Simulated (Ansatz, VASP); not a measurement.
**Two plane-wave programs on MoS2**

```
CELL_PARAMETERS angstrom
1.59259 0.91948 7.43828
-1.59259 0.91948 7.43828
0.00000 -1.83896 7.43828
ATOMIC_POSITIONS crystal
Mo 0.99978 0.99978 0.99978
S 0.40313 0.40313 0.40313
S 0.26309 0.26309 0.26309
```

Alike in both runs: functional PBE; k mesh 12 × 12 × 12; occupations gaussian, width 0.02 eV; no spin polarisation.

Ansatz relaxed the structure, and its values are those at the end. VASP's run is a single point on that final structure, the one shown.

|  | VASP | Ansatz |
| --- | --- | --- |
| version | VASP 6.6.1 | Ansatz 0.2.0 |
| potentials or method | VASP PAW PBE potentials, release 64 (Mo_sv, S), cutoff 520 eV | scalar-relativistic, plane waves, PAW |
| valence electrons in the cell | 26 | 26 |

```csv
,VASP,Ansatz,Ansatz less VASP
gap on the k mesh at the Fermi level (eV),1.46,1.45,-0.013
least direct gap on the mesh (eV),1.68,1.67,-0.004
pressure (GPa),-0.1,0.0,+0.11
rms of the force components (eV/Å),0.005,0.000,-0.0049
```

With one functional, cell and mesh, what is left measures potentials, basis and numerics.
